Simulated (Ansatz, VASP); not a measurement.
## Ni in VASP and in Ansatz

```
Ni
1.0
    -1.17892    1.17892    1.17892
     1.17892   -1.17892    1.17892
     1.17892    1.17892   -1.17892
Ni
1
Direct
  0.00000 0.00000 0.00000
```

Change from the starting cell: volume scaled by 0.6, LAPW.

Alike in both runs: task single point; functional PBE; k mesh 21 × 21 × 21; occupations fermi-dirac, width 0.1 eV; no spin polarisation.

```csv
,VASP,Ansatz
version,VASP 6.6.1,Ansatz 0.2.0
potentials or method,"VASP PAW PBE potentials, release 64 (Ni), cutoff 520 eV","all-electron LAPW, scalar-relativistic"
```

Ansatz gave:

* pressure (GPa): 340.3

Q: What did VASP give for the same quantities?

A: Pressure (GPa): 339.0.

Both programs put the cell under a high pressure, so it lies far from rest at this level. Ansatz ran all-electron here, and VASP with PAW potentials.

Noted on VASP's run: the cell as given lies far from equilibrium.
